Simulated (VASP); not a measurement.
Set up this calculation in VASP 6.6.1, as the native input.

* Task: single point
* Functional: PBEsol
* Dispersion: D3(BJ)
* Potentials or basis: VASP PAW PBE potentials, release 64 (Cd)
* Cutoff: 520 eV
* k mesh: 7 × 7 × 7
* Occupations: fermi-dirac, width 0.1 eV
* Spin: no spin polarisation
* Dipole correction: no
* Further INCAR settings: ALGO = Normal; EDIFF = 1e-06; NBANDS = 12

The structure of Cd lies in POSCAR:

```
Cd
1.0
   -1.7126393281      1.7126393281      1.7126393281
    1.7126393281     -1.7126393281      1.7126393281
    1.7126393281      1.7126393281     -1.7126393281
Cd
1
Direct
    0.0000000000      0.0000000000      0.0000000000
```

These files were run (other wordings do the same):

INCAR

```
ALGO = Normal
EDIFF = 1E-6
ENCUT = 520
GGA = PS
ISIF = 2
ISMEAR = -1
IVDW = 12
LASPH = T
LCHARG = F
LREAL = F
LWAVE = F
NBANDS = 12
NELM = 60
PREC = Accurate
SIGMA = 0.1
```

KPOINTS

```
k-points
0
Gamma
  7 7 7
```

Potentials or basis: VASP PAW PBE potentials, release 64 (Cd).

Run with:

```bash
$ cat potpaw_PBE.64/Cd/POTCAR > POTCAR
$ mpirun -np 1 vasp_std > vasp.out
```

It gave:

```yaml
Pressure: -0.2 GPa
Band_gap_on_the_k_mesh: zero (band 6 reaches 5.23 eV, above the bottom of band 7 at 2.84 eV)
Dispersion_energy_per_atom: -0.447 eV
```

Caveat: the k points lie up to 0.37 Å⁻¹ apart; three body term missing; the PAW data sets were made with another functional, which shifts forces and pressure a little; pairwise dispersion overbinds metals, which lowers pressure and volume.

Run time: 15 s on 1 thread of AMD EPYC 7R13, on a shared host, peak memory 0.11 GiB.
